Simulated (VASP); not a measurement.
The system is Nb3O.

```
CELL_PARAMETERS angstrom
4.77999 0.00000 0.00000
0.00000 4.77999 0.00000
0.00000 0.00000 4.77999
ATOMIC_POSITIONS crystal
Nb 0.25000 0.00000 0.50000
Nb 0.50000 0.75000 0.00000
Nb 0.75000 0.00000 0.50000
Nb 0.50000 0.25000 0.00000
Nb 0.00000 0.50000 0.75000
Nb 0.00000 0.50000 0.25000
O 0.00000 0.00000 0.00000
O 0.50000 0.50000 0.50000
```

| Property | Result |
| --- | --- |
| Program | VASP 6.6.1 |
| Task | relaxation of cell and atoms |
| Functional | PBEsol |
| Potentials or basis | VASP PAW PBE potentials, release 64 (Nb_sv, O) |
| Cutoff | 600 eV |
| k mesh | 4 × 4 × 4 |
| Occupations | gaussian, width 0.1 eV |
| Spin | no spin polarisation |

At the start: pressure 15.0 GPa; volume 13.65 Å³/atom.

Q: Where does the relaxation end?

A: Over 3 steps the energy falls by 45.9 meV/atom and the volume is 14.72 Å³/atom (+7.8 %); space group Pm-3n (No. 223, to 0.1 Å) before and after.

The path:
```tsv
step	energy change (eV)	largest force (eV/Å)	pressure (GPa)	volume (Å³)
1	0.0000	0.0000	15.01	109.21
2	0.3076	0.0000	-14.97	130.71
3	-0.3668	0.0000	-0.33	117.77
```

Final structure:
```
Nb O
1.0
     4.90163    0.00000    0.00000
     0.00000    4.90163    0.00000
     0.00000    0.00000    4.90163
Nb O
6 2
Direct
  0.25000 0.00000 0.50000
  0.50000 0.75000 0.00000
  0.75000 0.00000 0.50000
  0.50000 0.25000 0.00000
  0.00000 0.50000 0.75000
  0.00000 0.50000 0.25000
  0.00000 0.00000 0.00000
  0.50000 0.50000 0.50000
```

Caveat: the PAW data sets were made with another functional, which shifts forces and pressure a little.
